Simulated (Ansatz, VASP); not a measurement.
WSe in VASP and in Ansatz

```
W Se
1.0
     0.00000    2.79233    2.79233
     2.79233    0.00000    2.79233
     2.79233    2.79233    0.00000
W Se
1 1
Direct
  0.00000 0.00000 0.00000
  0.25000 0.25000 0.25000
```

Alike in both runs: task single point; functional PBEsol; k mesh 14 × 14 × 14; occupations gaussian, width 0.1 eV; collinear spin.

|  | VASP | Ansatz |
| --- | --- | --- |
| version | VASP 6.6.1 | Ansatz 0.2.0 |
| potentials or method | VASP PAW PBE potentials, release 64 (W_sv, Se), cutoff 520 eV | scalar-relativistic, plane waves, PAW |
| valence electrons in the cell | 20 | 30 |

```csv
,VASP,Ansatz,Ansatz less VASP
gap on the k mesh at the Fermi level (eV),none,none,-
pressure (GPa),0.4,0.0,-0.40
net moment per atom (μB),0.00,0.00,0.000
```

VASP's potentials were made for PBE, not for PBEsol. A gap of «none» marks a metal or a gap that the smearing closes. The functional is the same, so the differences come from potentials, cutoffs and numerics. VASP's potentials hold 20 valence electrons a cell and Ansatz's 30, so a difference there can come from the potentials and not from the codes. Ansatz's warnings: seeded moment not kept.

Neither program's run includes spin-orbit coupling.
